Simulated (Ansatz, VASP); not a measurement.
One calculation of Zr, two programs

```
Zr
1.0
    -1.82199    1.82199    1.82199
     1.82199   -1.82199    1.82199
     1.82199    1.82199   -1.82199
Zr
1
Direct
  0.00000 0.00000 0.00000
```

Change from the starting cell: volume scaled by 1.02.

Alike in both runs: task single point; functional PBE; k mesh 14 × 14 × 14; occupations fermi-dirac, width 0.08 eV; no spin polarisation.

```csv
,VASP,Ansatz
version,VASP 6.6.1,Ansatz 0.2.0
potentials or method,"VASP PAW PBE potentials, release 64 (Zr_sv), cutoff 520 eV","all-electron LAPW, scalar-relativistic"
```

|  | VASP | Ansatz | Ansatz less VASP |
| --- | --- | --- | --- |
| pressure (GPa) | -4.5 | -4.5 | -0.01 |

Ansatz ran all-electron here, and VASP with PAW potentials.
